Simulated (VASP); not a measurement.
Here is a VASP 6.6.1 calculation.

The input INCAR:

```
SYSTEM = TePdSe2O
ALGO = Normal
EDIFF = 1E-6
EDIFFG = -0.01
ENCUT = 600
GGA = PE
IBRION = 2
ISIF = 3
ISMEAR = 0
LASPH = .TRUE.
LCHARG = .FALSE.
LREAL = .FALSE.
LWAVE = .FALSE.
NELM = 100
NSW = 100
PREC = Accurate
SIGMA = 0.1
```

File KPOINTS:

```
k-points
0
G
  8 8 10
  0 0 0
```

POSCAR

```
TePdSe2O
1.0
    5.1186586539      0.0000000000      0.0000000000
    0.0000000000      5.1186586539      0.0000000000
    0.0000000000      0.0000000000      3.8235311278
Te Pd Se O
1 1 2 1
Direct
    0.0000000000      0.0000000000      0.0000000000
    0.5000000000      0.5000000000      0.5000000000
    0.0000000000      0.5000000000      0.5000000000
    0.5000000000      0.0000000000      0.5000000000
    0.5000000000      0.5000000000      0.0000000000
```

Potentials or basis: VASP PAW PBE potentials, release 64 (Te, Pd, Se, O).

Launch:

```sh
$ cat potpaw_PBE.64/Te/POTCAR potpaw_PBE.64/Pd/POTCAR potpaw_PBE.64/Se/POTCAR potpaw_PBE.64/O/POTCAR > POTCAR
$ mpirun -np 1 vasp_std > vasp.out
```

(1) Predict the space group after relaxing (to 0.05 Å).

(2) What does it give for the relaxed cell?

## Answers

(1) P4/mmm (No. 123).

(2) a = 5.112 Å, b = 5.112 Å, c = 3.827 Å, α = 90.00°, β = 90.00°, γ = 90.00°.
